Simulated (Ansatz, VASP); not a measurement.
One calculation of Te, two programs

File INCAR:

```
ALGO     = Normal         # electronic algorithm
EDIFF    = 1E-6           # SCF threshold, eV
ENCUT    = 520            # plane-wave cutoff, eV
GGA      = CA             # functional
ISIF     = 2              # what is computed and relaxed
ISMEAR   = -1             # smearing method
LASPH    = T              # aspherical terms in the spheres
LCHARG   = T              # write CHGCAR
LELF     = T              # ELF
LREAL    = F              # projectors in reciprocal space
LVHAR    = T            
LWAVE    = F              # write WAVECAR
NBANDS   = 9              # bands
NELM     = 60             # most SCF steps
PREC     = Accurate       # precision mode
SIGMA    = 0.15           # smearing width, eV
```

File KPOINTS:

```
k-points
0
Gamma
  7 7 7
```

File POSCAR:

```
Te
1.0
    2.3362483219      1.3488332985      1.7132059465
   -2.3362483219      1.3488332985      1.7132059465
    0.0000000000     -2.6976676102      1.7132059465
Te
1
Direct
    0.5000000000      0.5000000000      0.5000000000
```

Input for Ansatz:

```yaml
crystal:
  lattice:
    - [2.3362483219065617, 1.3488332985374556, 1.713205946527344]
    - [-2.3362483219065617, 1.3488332985374556, 1.713205946527344]
    - [0.0, -2.6976676102343147, 1.713205946527344]
  atoms:
    - { symbol: Te, position: [0.5, 0.5, 0.5] }
basis:
  ecutwfc: 470.0
kpoints:
  mp_grid:
    grid: [7, 7, 7]
hamiltonian:
  xc: lda
scf:
  occupations:
    method: fermi_dirac
    width: 0.15
output:
  stress: true
```

Alike in both runs: task single point; functional LDA; k mesh 7 × 7 × 7; occupations fermi-dirac, width 0.15 eV; no spin polarisation.

|  | VASP | Ansatz |
| --- | --- | --- |
| version | VASP 6.6.1 | Ansatz 0.2.0 |
| potentials or method | VASP PAW LDA potentials, release 64 (Te), cutoff 520 eV | plane waves, PAW |
| valence electrons in the cell | 6 | 16 |

Ansatz gave:

| Quantity | Value |
| --- | --- |
| pressure (GPa) | -3.2 |
| traceless stress, the component that is largest in VASP (GPa) | 0.53 |

Q: Which values does VASP return?

A: Pressure (GPa): -3.2; traceless stress, the component that is largest in VASP (GPa): 0.51.

LDA's correlation is that of Perdew and Zunger in VASP and of Perdew and Wang (1992) in Ansatz. VASP's potentials hold 6 valence electrons a cell and Ansatz's 16, so a difference there can come from the potentials and not from the codes.

Neither program's run includes spin-orbit coupling.
